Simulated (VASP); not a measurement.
Here is a VASP 6.6.1 calculation.

INCAR

```
ALGO = Normal
EDIFF = 1E-6
ENCUT = 520
GGA = PS
ISIF = 2
ISMEAR = 0
LASPH = T
LCHARG = T
LELF = T
LREAL = F
LVHAR = T
LWAVE = F
NBANDS = 20
NELM = 100
PREC = Accurate
SIGMA = 0.1
```

The input KPOINTS:

```
k-points
0
Gamma
  12 12 12
```

POSCAR

```
Rb
1.0
    2.4907504703      1.4380354545     12.0898767590
   -2.4907504703      1.4380354545     12.0898767590
    0.0000000000     -2.8760709090     12.0898767590
Rb
3
Direct
    0.0000000000      0.0000000000      0.0000000000
    0.7778058371      0.7778058371      0.7778058371
    0.2221941629      0.2221941629      0.2221941629
```

Potentials or basis: VASP PAW PBE potentials, release 64 (Rb_sv).

Launch:

```console
$ cat potpaw_PBE.64/Rb_sv/POTCAR > POTCAR
$ mpirun -np 1 vasp_std > vasp.out
```

Task: What does it give for the pressure?

Result: 0.0 GPa.

Caveat: the PAW data sets were made with another functional, which shifts forces and pressure a little.
